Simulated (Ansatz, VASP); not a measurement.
# CaW2: VASP beside Ansatz

```
Ca W
1.0
     3.18987    0.00000    0.00000
    -1.59494    2.76251    0.00000
     0.00000    0.00000    7.21567
Ca W
1 2
Direct
  0.00000 0.00000 0.50000
  0.33333 0.66667 0.87968
  0.66667 0.33333 0.12032
```

Alike in both runs: functional PBE; k mesh 18 × 18 × 8; occupations gaussian, width 0.1 eV; no spin polarisation.

Ansatz relaxed the structure, and its values are those at the end. VASP's run is a single point on that final structure, the one shown.

|  | VASP | Ansatz |
| --- | --- | --- |
| version | VASP 6.6.1 | Ansatz 0.2.0 |
| potentials or method | VASP PAW PBE potentials, release 64 (Ca_sv, W_sv), cutoff 520 eV | scalar-relativistic, plane waves, PAW |
| valence electrons in the cell | 38 | 38 |

```csv
,VASP,Ansatz,Ansatz less VASP
gap on the k mesh at the Fermi level (eV),none,none,-
pressure (GPa),0.3,0.0,-0.37
rms of the force components (eV/Å),0.033,0.002,-0.0309
```

A gap of «none» marks a metal or a gap that the smearing closes. With one functional, cell and mesh, what is left measures potentials, basis and numerics.

Spin-orbit coupling is off throughout.
